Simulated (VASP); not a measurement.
Wanted: the native input for a VASP 6.6.1 run.

```
Task                   : single point
Functional             : PBE
Potentials or basis    : VASP PAW PBE potentials, release 64 (Ba_sv, H)
Cutoff                 : 520 eV
k mesh                 : 1 × 1 × 1
Occupations            : fermi-dirac, width 0.15 eV
Spin                   : no spin polarisation
Dipole correction      : no
Further INCAR settings : LREAL = Auto; ALGO = Normal; EDIFF = 1e-06; NBANDS = 94
```

The structure of Ba16H (a cell with a defect) lies in POSCAR:

```
Ba16H
1.0
   10.0400000000      0.0000000000      0.0000000000
    0.0000000000     10.0400000000      0.0000000000
    0.0000000000      0.0000000000     10.0400000000
Ba H
16 1
Direct
   -0.0066190346      0.0000111324      0.0108997325
    0.5073080681      0.0000504000      0.0113730214
   -0.0039286161      0.5000325383     -0.0005804332
    0.0189198835      0.0003850296      0.4935722876
    0.2502947469      0.2567723574      0.2389533033
    0.5051862480      0.5000544394     -0.0011923923
    0.4785726498      0.0000572445      0.4984613957
    0.7503341922      0.2541996512      0.2515478892
    0.0058031093      0.5002964576      0.5023431557
    0.2502551316      0.7433468489      0.2390748558
    0.2510076316      0.2300037219      0.7542462362
    0.4958457822      0.5001737472      0.5024372622
    0.7503134003      0.7460032414      0.2514444504
    0.7513374153      0.2451112593      0.7476020285
    0.2513329887      0.7694910166      0.7551499873
    0.7514611843      0.7551652071      0.7476088536
    0.2496588191     -0.0001606929      0.6269068662
```

One way to write it, as run:

INCAR

```
SYSTEM = Ba16H
  PREC = Accurate
  ENCUT = 520
  EDIFF = 1E-6
  ISMEAR = -1
  SIGMA = 0.15
  LREAL = Auto
  LASPH = .True.
  NELM = 60
  ALGO = Normal
  ISIF = 2
  LWAVE = .False.
  LCHARG = .False.
  GGA = PE
  NBANDS = 94
```

KPOINTS

```
Automatic mesh
0
Gamma
  1 1 1
  0 0 0
```

Potentials or basis: VASP PAW PBE potentials, release 64 (Ba_sv, H).

Launch:

```console
$ cat potpaw_PBE.64/Ba_sv/POTCAR potpaw_PBE.64/H/POTCAR > POTCAR
$ mpirun -np 1 vasp_gam > vasp.out
```

Results of the run:

```json
{"Pressure": "-0.9 GPa", "Largest force": "0.111 eV/Å"}
```

Caveat: the k points lie up to 0.63 Å⁻¹ apart.

Run time: 3.1 min on 1 thread of Intel(R) Xeon(R) 6975P-C (Granite Rapids), on a shared host, peak memory 0.94 GiB.
